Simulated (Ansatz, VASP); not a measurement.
**One calculation of V, two programs**

```xyz
4
Lattice="2.6274 0.0000 0.0000 -1.3137 2.2754 0.0000 0.0000 0.0000 9.1433" Properties=species:S:1:pos:R:3 pbc="T T T"
V     0.0000    0.0000    9.1433
V     0.0000    0.0000    4.5717
V     0.0000    1.5169    2.2858
V     1.3137    0.7585    6.8575
```

Alike in both runs: functional r2SCAN; k mesh 13 × 13 × 4; occupations fermi-dirac, width 0.05 eV; collinear spin.

Ansatz relaxed the structure, and its values are those at the end. VASP's run is a single point on that final structure, the one shown.

|  | VASP | Ansatz |
| --- | --- | --- |
| version | VASP 6.6.1 | Ansatz 0.2.0 |
| potentials or method | VASP PAW PBE potentials, release 64 (V_sv), cutoff 520 eV | plane waves (500 eV) with PAW, scalar-relativistic |
| valence electrons in the cell | 52 | 52 |

Ansatz gave:

| Property | Result |
| --- | --- |
| pressure (GPa) | 0.0 |
| net moment per atom (μB) | 0.00 |

**Question.** Which values does VASP return?

**Answer.** Pressure (GPa): 0.6; net moment per atom (μB): 0.00.

VASP's potentials were made for PBE, not for r2SCAN. Ansatz's warnings: seeded moment not kept.
